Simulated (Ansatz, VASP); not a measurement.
# Pb in VASP and in Ansatz

Contents of INCAR:

```
PREC     = Accurate       # precision mode
ENCUT    = 520            # plane-wave cutoff, eV
EDIFF    = 1E-6           # SCF threshold, eV
ISMEAR   = -1             # smearing method
SIGMA    = 0.1            # smearing width, eV
LREAL    = False          # projectors in reciprocal space
LASPH    = True           # aspherical terms in the spheres
NELM     = 60             # most SCF steps
ALGO     = Normal         # electronic algorithm
ISIF     = 2              # what is computed and relaxed
LWAVE    = False          # write WAVECAR
LCHARG   = True           # write CHGCAR
GGA      = PS             # functional
LELF     = True           # ELF
LVHAR    = True         
NBANDS   = 21             # bands
```

File KPOINTS:

```
Automatic mesh
0
Gamma
  9 9 9
```

POSCAR

```
Pb
1.0
    0.0000000000      3.4562703011      3.4562703011
    3.4562703011      0.0000000000      3.4562703011
    3.4562703011      3.4562703011      0.0000000000
Pb
2
Direct
    0.1250000000      0.1250000000      0.1250000000
    0.8750000000      0.8750000000      0.8750000000
```

Input for Ansatz:

```yaml
crystal:
  lattice:
    - [0.0, 3.4562703011, 3.4562703011]
    - [3.4562703011, 0.0, 3.4562703011]
    - [3.4562703011, 3.4562703011, 0.0]
  atoms:
    - { symbol: Pb, position: [0.125, 0.125, 0.125] }
    - { symbol: Pb, position: [0.875, 0.875, 0.875] }
hamiltonian:
  xc: pbesol
  pseudopotentials:
    kind: paw
    azcp:
      Pb: "pseudopotentials/Pb.paw.azcp"
basis:
  ecutwfc: 420
  fft_grid_basis: typed
kpoints:
  mp_grid: { grid: [9, 9, 9], shift: [0, 0, 0] }
magnetization:
  spin_polarized: false
scf:
  occupations: { method: fermi_dirac, width: 0.1 }
  lower_state_search: "off"
output:
  stress: true
```

Alike in both runs: task single point; functional PBEsol; k mesh 9 × 9 × 9; occupations fermi-dirac, width 0.1 eV; no spin polarisation.

```csv
,VASP,Ansatz
version,VASP 6.6.1,Ansatz 0.2.0
potentials or method,"VASP PAW PBE potentials, release 64 (Pb_d), cutoff 520 eV","plane waves (420 eV) with PAW, scalar-relativistic"
valence electrons in the cell,28,28
```

```csv
,VASP,Ansatz,Ansatz less VASP
pressure (GPa),-0.1,0.0,+0.07
```

VASP's potentials were made for PBE, not for PBEsol, and Ansatz warns of the same on its side.

Spin-orbit coupling is off throughout.
